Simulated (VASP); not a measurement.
# HfN (P6_3/mmc) in VASP: notebook, part 2 of 2

VASP 6.6.1.

## Step 3: Relaxation of cell and atoms, PBEsol

Contents of INCAR:

```
SYSTEM = HfN
PREC = Accurate
ENCUT = 600
EDIFF = 1E-7
ISMEAR = 1
SIGMA = 0.1
LREAL = .False.
LASPH = .True.
NELM = 100
ALGO = Normal
ISIF = 3
LWAVE = .False.
LCHARG = .False.
GGA = PS
IBRION = 2
NSW = 80
EDIFFG = -0.01
```

Contents of KPOINTS:

```
Automatic mesh
0
Gamma
  8 8 4
  0 0 0
```

Contents of POSCAR:

```
HfN
1.0
    3.1339080000      0.0000000000      0.0000000000
   -1.5669540000      2.7140440000      0.0000000000
    0.0000000000      0.0000000000      5.4167680000
Hf N
2 2
Direct
    0.6666666667      0.3333333333      0.7500000000
    0.3333333333      0.6666666667      0.2500000000
    0.0000000000      0.0000000000      0.0000000000
    0.0000000000      0.0000000000      0.5000000000
```

Potentials or basis: VASP PAW PBE potentials, release 64 (Hf_pv, N).

On the command line:

```
> cat potpaw_PBE.64/Hf_pv/POTCAR potpaw_PBE.64/N/POTCAR > POTCAR
> mpirun -np 1 vasp_std > vasp.out
```

OUTCAR:

```text
SYSTEM = HfN
   PREC = Accurate
   ENCUT = 600
   EDIFF = 1E-7
   ISMEAR = 1
   LREAL = .False.
   LASPH = .True.
   NELM = 100
   ISIF = 3
   GGA = PS
   IBRION = 2
   NSW = 80
   EDIFFG = -0.01

 ion  position               nearest neighbor table
   1  0.667  0.333  0.750-   3 2.26   4 2.26   3 2.26   4 2.26   3 2.26   4 2.26   2 3.26   2 3.26
                             2 3.26   2 3.26   2 3.26   2 3.26
   2  0.333  0.667  0.250-   3 2.26   4 2.26   3 2.26   4 2.26   3 2.26   4 2.26   1 3.26   1 3.26
                             1 3.26   1 3.26   1 3.26   1 3.26
   3  0.000  0.000  0.000-   1 2.26   2 2.26   1 2.26   2 2.26   1 2.26   2 2.26
   4  0.000  0.000  0.500-   1 2.26   2 2.26   1 2.26   2 2.26   1 2.26   2 2.26

  LATTYP: Found a hexagonal cell.
 ALAT       =     3.1339080000
 C/A-ratio  =     1.7284387417

  Lattice vectors:

 A1 = (   3.1339080000,   0.0000000000,   0.0000000000)
 A2 = (  -1.5669540000,   2.7140440000,   0.0000000000)
 A3 = (   0.0000000000,   0.0000000000,   5.4167680000)

Analysis of symmetry for initial positions (statically):
[... 181 lines left out ...]
  energy without entropy =      -45.82584324  energy(sigma->0) =      -45.82950488

------------------------ aborting loop because EDIFF is reached ----------------------------------------

  FORCE on cell =-STRESS in cart. coord.  units (eV):
  Direction    XX          YY          ZZ          XY          YZ          ZX
  --------------------------------------------------------------------------------------
  -------------------------------------------------------------------------------------
  Total       -1.1820523     -1.1820523     -1.3090343      0.0000000     -0.0000000     -0.0000000
  in kB      -41.1058747    -41.1058765    -45.5216761      0.0000000     -0.0000000     -0.0000000
  external PRESSURE =     -42.5778091 kB  Pullay stress =       0.0000000 kB
[... 63 lines left out ...]
--------------------------------------- Ionic step        3  -------------------------------------------

 number of electron      29.9999997 magnetization

 Free energy of the ion-electron system (eV)
  ---------------------------------------------------
  ext. energy  EPLUGINS =         0.00000000
  ---------------------------------------------------
  free energy    TOTEN  =       -45.84091279 eV

  energy without entropy =      -45.83502836  energy(sigma->0) =      -45.83895131

 E-fermi :   7.7236     XC(G=0): -12.9845

 val. band max:        7.7041689040   @ k =   0.3750   0.1250   0.5000
 cond. band min:       7.7308897513   @ k =   0.1250   0.0000   0.0000
 fundamental gap:      0.0267208473
 Fermi energy:         7.7236355925

 k-point     1 :       0.0000    0.0000    0.0000
  band No.  band energies     occupation
      1     -23.7401      2.00000
      2     -22.8155      2.00000
      3     -22.7164      2.00000
      4     -22.7164      2.00000
      5     -22.6518      2.00000
      6     -22.6518      2.00000
[... 505 lines left out ...]
      6     -22.8481      2.00000
[... 11 lines left out ...]
     18      12.0532      0.00000
     19      12.3374      0.00000

 [... further k-points ...]
[... 5 lines left out ...]
  --------------------------------------------------------------------------------------
  -------------------------------------------------------------------------------------
  Total        0.0052411      0.0052411     -0.0382184      0.0000000      0.0000000      0.0000000
  in kB        0.1850778      0.1850778     -1.3495899      0.0000000      0.0000000      0.0000000
  external PRESSURE =      -0.3264781 kB  Pullay stress =       0.0000000 kB
[... 19 lines left out ...]
  FREE ENERGIE OF THE ION-ELECTRON SYSTEM (eV)
  ---------------------------------------------------
  free  energy   TOTEN  =       -45.8409127897 eV

  energy  without entropy=      -45.8350283600  energy(sigma->0) =      -45.83895131

 reached required accuracy - stopping structural energy minimisation
```

CONTCAR:

```text
HfN
   1.00000000000000
     3.1184765912256815    0.0000000000000000   -0.0000000000000000
    -1.5592382956128408    2.7006800071155284    0.0000000000000000
     0.0000000000000000   -0.0000000000000000    5.3872304875084573
  Hf              N
     2     2
Direct
     0.6666666667000030    0.3333333332999970    0.7500000000000000
     0.3333333332999970    0.6666666667000030    0.2500000000000000
     0.0000000000000000    1.0000000000000000    1.0000000000000000
     0.0000000000000000    1.0000000000000000    0.5000000000000000

  0.00000000E+00  0.00000000E+00  0.00000000E+00
  0.00000000E+00  0.00000000E+00  0.00000000E+00
  0.00000000E+00  0.00000000E+00  0.00000000E+00
  0.00000000E+00  0.00000000E+00  0.00000000E+00
```

It took 2.1 min on 1 thread of Intel Xeon 8259CL, shared host; peak memory 0.21 GiB.

What came out:

```yaml
Free_energy: -45.8409 eV
Relaxed_volume: 11.34 Å³/atom
Relaxed_cell: a = 3.118 Å, b = 3.118 Å, c = 5.387 Å, α = 90.00°, β = 90.00°, γ = 120.00°
Space_group_after_relaxing_to_0.05_Å: P6_3/mmc (No. 194)
Energy_gained_by_relaxing: 2.4 meV/atom
Ionic_steps: 3
Pressure_after_relaxing: 0.0 GPa
Band_gap_on_the_k_mesh: zero (band 15 reaches 9.80 eV, above the bottom of band 16 at 7.44 eV)
```

Step by step:
```csv
step,energy change (eV),largest force (eV/Å),pressure (GPa),volume (Å³)
1,0.0000,0.0000,-4.26,46.07
2,0.0255,0.0000,8.84,44.06
3,-0.0096,0.0000,-0.03,45.37
```

Final structure:
```cif
data_structure
_symmetry_space_group_name_H-M 'P 1'
_symmetry_Int_Tables_number 1
_cell_length_a 3.1185
_cell_length_b 3.1185
_cell_length_c 5.3872
_cell_angle_alpha 90.000
_cell_angle_beta 90.000
_cell_angle_gamma 120.000
_cell_volume 45.37
loop_
_atom_site_label
_atom_site_type_symbol
_atom_site_fract_x
_atom_site_fract_y
_atom_site_fract_z
_atom_site_occupancy
Hf1 Hf 0.66667 0.33333 0.75000 1
Hf2 Hf 0.33333 0.66667 0.25000 1
N1 N 0.00000 0.00000 0.00000 1
N2 N 0.00000 0.00000 0.50000 1
```

Levels at points of the mesh, in eV from the Fermi level:
```tsv
k point	band 12	band 13	band 14	band 15	band 16	band 17	band 18	band 19
(0.00, 0.00, 0.00)	-3.44	-3.44	-1.53	-0.47	0.88	0.88	1.33	2.03
(0.50, 0.00, 0.00)	-5.38	-3.08	-2.68	-2.24	2.68	2.97	4.70	4.92
(0.00, 0.00, 0.50)	-4.26	-4.26	-4.26	2.08	2.08	3.13	3.13	3.13
(0.50, 0.00, 0.50)	-5.37	-4.34	-4.34	-0.09	-0.09	5.00	5.00	5.07
```

Caveat: the PAW data sets were made with another functional, which shifts forces and pressure a little; spin-orbit coupling is left out, which moves the levels of the heavy elements.

## Step 4: Relaxation of cell and atoms, LDA

Contents of INCAR:

```
ALGO     = Normal         # electronic algorithm
EDIFF    = 1E-7           # SCF threshold, eV
EDIFFG   = -0.01          # ionic threshold
ENCUT    = 600            # plane-wave cutoff, eV
IBRION   = 2              # ionic algorithm
ISIF     = 3              # what is computed and relaxed
ISMEAR   = 1              # smearing method
LASPH    = T              # aspherical terms in the spheres
LCHARG   = F              # write CHGCAR
LREAL    = F              # projectors in reciprocal space
LWAVE    = F              # write WAVECAR
NELM     = 100            # most SCF steps
NSW      = 80             # ionic steps
PREC     = Accurate       # precision mode
SIGMA    = 0.1            # smearing width, eV
```

Contents of KPOINTS:

```
k-points
0
Gamma
  8 8 4
```

POSCAR is that of step 3.

Potentials or basis: VASP PAW LDA potentials, release 64 (Hf_pv, N).

On the command line:

```
> cat potpaw_LDA.64/Hf_pv/POTCAR potpaw_LDA.64/N/POTCAR > POTCAR
> mpirun -np 1 vasp_std > vasp.out
```

Run time: 4.1 min. Hardware: 1 thread of Intel Xeon 8259CL, shared host; peak memory 0.18 GiB.

The run converged. Its results:

```yaml
Free_energy: -47.5726 eV
Relaxed_volume: 11.12 Å³/atom
Relaxed_cell: a = 3.097 Å, b = 3.097 Å, c = 5.356 Å, α = 90.00°, β = 90.00°, γ = 120.00°
Space_group_after_relaxing_to_0.05_Å: P6_3/mmc (No. 194)
Energy_gained_by_relaxing: 12.6 meV/atom
Ionic_steps: 7
Pressure_after_relaxing: -0.1 GPa
Band_gap_on_the_k_mesh: zero (band 15 reaches 10.01 eV, above the bottom of band 16 at 7.62 eV)
```

Stress tensor (GPa, compression positive):
```
-0.14  0.00  0.00
 0.00 -0.14  0.00
 0.00  0.00  0.03
```

The path:
| step | energy change (eV) | largest force (eV/Å) | pressure (GPa) | volume (Å³) |
| --- | --- | --- | --- | --- |
| 1 | 0.0000 | 0.0000 | -9.82 | 46.07 |
| 2 | 0.1549 | 0.0000 | 23.67 | 41.53 |
| 3 | -0.0504 | 0.0000 | -0.23 | 44.51 |
| 4 | -0.0505 | 0.0000 | -0.02 | 44.48 |
| 5 | -0.0505 | 0.0000 | 0.19 | 44.45 |
| 6 | -0.0505 | 0.0000 | -0.31 | 44.52 |
| 7 | -0.0505 | 0.0000 | -0.08 | 44.49 |

Final structure:
```yaml
crystal:
  lattice:
    - [3.09687, 0.00000, 0.00000]
    - [-1.54844, 2.68197, 0.00000]
    - [0.00000, 0.00000, 5.35597]
  atoms:
    - { symbol: Hf, position: [0.66667, 0.33333, 0.75000] }
    - { symbol: Hf, position: [0.33333, 0.66667, 0.25000] }
    - { symbol: N, position: [0.00000, 0.00000, 0.00000] }
    - { symbol: N, position: [0.00000, 0.00000, 0.50000] }
```

Levels at points of the mesh, in eV from the Fermi level:
```tsv
k point	band 11	band 12	band 13	band 14	band 15	band 16	band 17	band 18	band 19
(0.00, 0.00, 0.00)	-4.67	-3.49	-3.49	-1.53	-0.54	0.85	0.85	1.60	2.02
(0.50, 0.00, 0.00)	-5.63	-5.46	-3.06	-2.71	-2.24	2.75	3.08	4.78	4.97
(0.00, 0.00, 0.50)	-4.32	-4.32	-4.32	-4.32	2.09	2.09	3.14	3.14	3.14
(0.50, 0.00, 0.50)	-5.44	-5.44	-4.38	-4.38	-0.04	-0.04	5.10	5.10	5.14
```

Caveat: spin-orbit coupling is left out, which moves the levels of the heavy elements.

## Step 5: The runs side by side

| level | potentials or basis | gap on the mesh (eV) | pressure (GPa) | relaxed volume (Å³/atom) |
| --- | --- | --- | --- | --- |
| BLYP+D3(BJ) | VASP PAW PBE potentials, release 64 (Hf_pv, N) | none | -0.1 | 11.52 |
| PBEsol | VASP PAW PBE potentials, release 64 (Hf_pv, N) | none | 0.0 | 11.34 |
| LDA | VASP PAW LDA potentials, release 64 (Hf_pv, N) | none | -0.1 | 11.12 |

Alike in all rows: task relaxation of cell and atoms; no spin polarisation; cell relaxed; k mesh 8 × 8 × 4; cutoff (eV) 600; smearing methfessel-paxton 0.1 eV.

Caveats: spin-orbit coupling is left out, which moves the levels of the heavy elements; the PAW data sets were made with another functional, which shifts forces and pressure a little (some runs); pairwise dispersion overbinds metals, which lowers pressure and volume (some runs).

Total energies depend on the potentials used, so only differences within one code and one set of settings carry meaning.
